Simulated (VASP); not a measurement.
Runs of VASP 6.6.1 on Ru. The structure is that of space group I4/mmm (No. 139), or close to it. The cells are those of the table. 

```tsv
cell	further INCAR settings	gap on the mesh (eV)	pressure (GPa)
a = 3.016, b = 3.016, c = 2.366 Å, angles 66.9, 66.9, 46.2°, 1 atom	ALGO = Fast; EDIFF = 1e-06; NBANDS = 13	none	27.3
a = 2.878, b = 2.878, c = 2.481 Å, angles 64.5, 64.5, 51.1°, 1 atom	ALGO = Fast; EDIFF = 1e-07; NBANDS = 13	none	8.0
a = 2.638, b = 2.638, c = 2.942 Å, angles 56.1, 56.1, 67.8°, 1 atom	ALGO = Fast; EDIFF = 1e-06; NBANDS = 13	none	(c)
a = 2.758, b = 2.758, c = 2.624 Å, angles 61.6, 61.6, 56.8°, 1 atom	ALGO = Fast; EDIFF = 1e-06; NBANDS = 13	none	(b)
a = 2.675, b = 2.675, c = 2.785 Å, angles 58.6, 58.6, 62.7°, 1 atom	ALGO = Fast; EDIFF = 1e-06; NBANDS = 13	none	-3.8
a = 2.815, b = 2.815, c = 2.549 Å, angles 63.1, 63.1, 53.8°, 1 atom	ALGO = Fast; EDIFF = 1e-06; NBANDS = 13	none	(a)
a = 2.955, b = 2.955, c = 2.413 Å, angles 65.9, 65.9, 48.2°, 1 atom	ALGO = Fast; EDIFF = 1e-07; NBANDS = 13	none	18.2
a = 2.653, b = 2.653, c = 2.859 Å, angles 57.4, 57.4, 65.2°, 1 atom	ALGO = Fast; EDIFF = 1e-06; NBANDS = 13	none	-1.4
```

Alike in all rows: task single point; level PBE; potentials or basis VASP PAW PBE potentials, release 64 (Ru_pv); no spin polarisation; k mesh 24 × 24 × 24; cutoff (eV) 520; smearing gaussian 0.15 eV.

Q: Fill in the values left out.

A: (a) 1.0; (b) -3.3; (c) 2.0.

Caveats: the cell stands under pressure (at least some runs); the cell stands under tension (at least some runs).

A k mesh can miss the band edges, and the runs leave out spin-orbit coupling on Ru.

A gap of «none» marks levels without a gap at the run's occupations.
